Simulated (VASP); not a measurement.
The system is Li2H.

```
CELL_PARAMETERS angstrom
0.00000 3.53127 3.16169
3.50432 0.00000 3.16169
3.50432 3.53127 0.00000
ATOMIC_POSITIONS crystal
Li 0.74647 0.25353 0.27370
Li 0.25353 0.74647 0.72630
Li 0.97630 0.52370 0.50353
Li 0.52370 0.97630 0.99647
H 0.66667 0.66667 0.33333
H 0.91667 0.91667 0.58333
```

* Program: VASP 6.6.1
* Task: relaxation of cell and atoms
* Functional: PBE
* Potentials or basis: VASP PAW PBE potentials, release 64 (Li_sv, H)
* Cutoff: 600 eV
* k mesh: 4 × 4 × 4
* Occupations: gaussian, width 0.1 eV
* Spin: no spin polarisation

At the start: pressure -0.5 GPa; volume 13.04 Å³/atom.

Question: How do energy, volume and symmetry change on relaxing?

Answer: Over 22 steps the energy falls by 54.0 meV/atom and the volume is 11.64 Å³/atom (-10.7 %); space group I4_1/amd (No. 141, to 0.05 Å).

The path:
| step | energy change (eV) | largest force (eV/Å) | pressure (GPa) | volume (Å³) |
| --- | --- | --- | --- | --- |
| 1 | 0.0000 | 0.1600 | -0.50 | 78.25 |
| 2 | -0.0276 | 0.1375 | -0.42 | 77.79 |
| 3 | -0.0758 | 0.1403 | -0.02 | 76.33 |
| 4 | -0.0783 | 0.1766 | 0.18 | 75.84 |
| 5 | -0.0909 | 0.1463 | 0.21 | 75.87 |
| 6 | -0.1161 | 0.1350 | 0.36 | 75.93 |
| 7 | -0.0945 | 0.2609 | 0.80 | 75.85 |
| 8 | -0.1202 | 0.1285 | 0.48 | 75.93 |
| 9 | -0.1365 | 0.1242 | -0.05 | 77.07 |
| 10 | -0.1527 | 0.1102 | -1.49 | 80.41 |
| 11 | -0.1534 | 0.1130 | -1.19 | 79.69 |
| 12 | -0.1673 | 0.1222 | -1.30 | 79.26 |
| 13 | -0.2092 | 0.1424 | -1.59 | 77.90 |
| 14 | -0.2512 | 0.0891 | -1.87 | 74.86 |
| 15 | -0.2498 | 0.1244 | -1.85 | 75.75 |
| 16 | -0.2842 | 0.0838 | -1.21 | 72.96 |
| 17 | -0.2980 | 0.0491 | -0.31 | 69.95 |
| 18 | -0.3087 | 0.0655 | -0.17 | 69.80 |
| 19 | -0.3169 | 0.1007 | 0.09 | 69.50 |
| 20 | -0.3170 | 0.1049 | 0.12 | 69.47 |
| 21 | -0.3214 | 0.0657 | 0.00 | 69.62 |
| 22 | -0.3241 | 0.0172 | -0.19 | 69.86 |

Final structure:
```cif
data_structure
_symmetry_space_group_name_H-M 'P 1'
_symmetry_Int_Tables_number 1
_cell_length_a 5.0337
_cell_length_b 4.1251
_cell_length_c 5.0389
_cell_angle_alpha 65.758
_cell_angle_beta 48.351
_cell_angle_gamma 65.891
_cell_volume 69.86
loop_
_atom_site_label
_atom_site_type_symbol
_atom_site_fract_x
_atom_site_fract_y
_atom_site_fract_z
_atom_site_occupancy
Li1 Li 0.74601 0.20024 0.30013 1
Li2 Li 0.20024 0.74601 0.75361 1
Li3 Li 0.94987 0.49639 0.50399 1
Li4 Li 0.49639 0.94987 0.04976 1
H1 H 0.72041 0.72041 0.27959 1
H2 H 0.97041 0.97041 0.52959 1
```

Caveat: the k points lie up to 0.43 Å⁻¹ apart in the final cell; the cutoff is under 1.25 times the usual one of these potentials, so pressure, stress and relaxed cells hold a basis-set (Pulay) error.
